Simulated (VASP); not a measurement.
NaCl:

```xyz
2
Lattice="0.0000 2.8027 2.8027 2.8027 0.0000 2.8027 2.8027 2.8027 0.0000" Properties=species:S:1:pos:R:3 pbc="T T T"
Na    0.0000    0.0000    0.0000
Cl    2.8027    2.8027    2.8027
```

Base run:

```yaml
Program: VASP 6.6.1
Functional: r2SCAN
Potentials_or_basis: VASP PAW PBE potentials, release 64 (Na_pv, Cl)
Cutoff: 520 eV
k_mesh: 6 × 6 × 6
Occupations: gaussian, width 0.01 eV
Spin: no spin polarisation
```

Its results: band gap on the k mesh 6.00 eV, direct.

Question: The run is repeated on the same cell with these changes: functional from r2SCAN to PBE0; further incar settings from ALGO = Normal; EDIFF = 1e-08 to ALGO = Normal; EDIFF = 1e-07; NBANDS = 14. What comes out?

Answer: Band gap on the k mesh 7.28 eV, direct.

